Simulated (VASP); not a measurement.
# SnO2: single point with r2SCAN

SnO2:

```xyz
6
Lattice="4.7602 0.0000 0.0000 0.0000 4.7602 0.0000 0.0000 0.0000 3.2006" Properties=species:S:1:pos:R:3 pbc="T T T"
Sn    0.0000    0.0000    0.1000
Sn    2.3801    2.3801    1.6003
O     1.4561    1.4561    0.0000
O     0.9240    3.8362    1.6003
O     3.3041    3.3041    0.0000
O     3.8362    0.9240    1.6003
```

This cell differs from its parent crystal: atom 1 (Sn) moved -0.100 Å towards its neighbour atom 1 (Sn) at 3.201 Å.

```json
{
 "Program": "VASP 6.6.1",
 "Task": "single point",
 "Functional": "r2SCAN",
 "Potentials or basis": "VASP PAW PBE potentials, release 64 (Sn_d, O)",
 "Cutoff": "520 eV",
 "k mesh": "6 × 6 × 8",
 "Occupations": "gaussian, width 0.05 eV",
 "Spin": "no spin polarisation"
}
```

The pressure is 1.9 GPa. The largest force is 2.108 eV/Å and the band gap on the k mesh is 1.79 eV, direct.

Forces in eV/Å, atoms in the order of the input:
```
Sn   0.000  0.000 -2.108
Sn   0.000  0.000  0.027
O   -0.036 -0.036  0.041
O    0.194 -0.194  0.999
O    0.036  0.036  0.041
O   -0.194  0.194  0.999
```

Stress tensor (GPa, compression positive):
```
 1.55 -0.80  0.00
-0.80  1.55  0.00
 0.00  0.00  2.71
```

Levels at points of the mesh, in eV from the valence-band top:
```
           k point  band 23  band 24  band 25  band 26  band 27  band 28  band 29  band 30
(0.00, 0.00, 0.00)    -1.21    -0.77    -0.76     0.00     1.79     6.77     7.05     7.11
(0.50, 0.00, 0.00)    -1.17    -1.16    -0.62    -0.62     4.98     5.01     7.79     7.87
(0.50, 0.50, 0.00)    -1.30    -1.28    -0.93    -0.91     5.40     5.45     8.22     8.27
(0.00, 0.00, 0.50)    -1.67    -1.65    -1.27    -1.25     6.84     6.89    10.48    10.58
(0.50, 0.00, 0.50)    -1.11    -1.10    -0.69    -0.68     7.12     7.15     8.86     8.87
(0.50, 0.50, 0.50)    -0.96    -0.94    -0.86    -0.84     5.51     5.54     9.65     9.67
```

Run time: 5.2 min on 1 thread of Intel Xeon 6975P-C, on a shared host, peak memory 0.27 GiB.

Caveat: the cell differs from its parent crystal (atom 1 (Sn) moved -0.100 Å towards its neighbour atom 1 (Sn) at 3.201 Å); the PAW data sets were made with another functional, which shifts forces and pressure a little; spin-orbit coupling is left out, which moves the levels of the heavy elements.
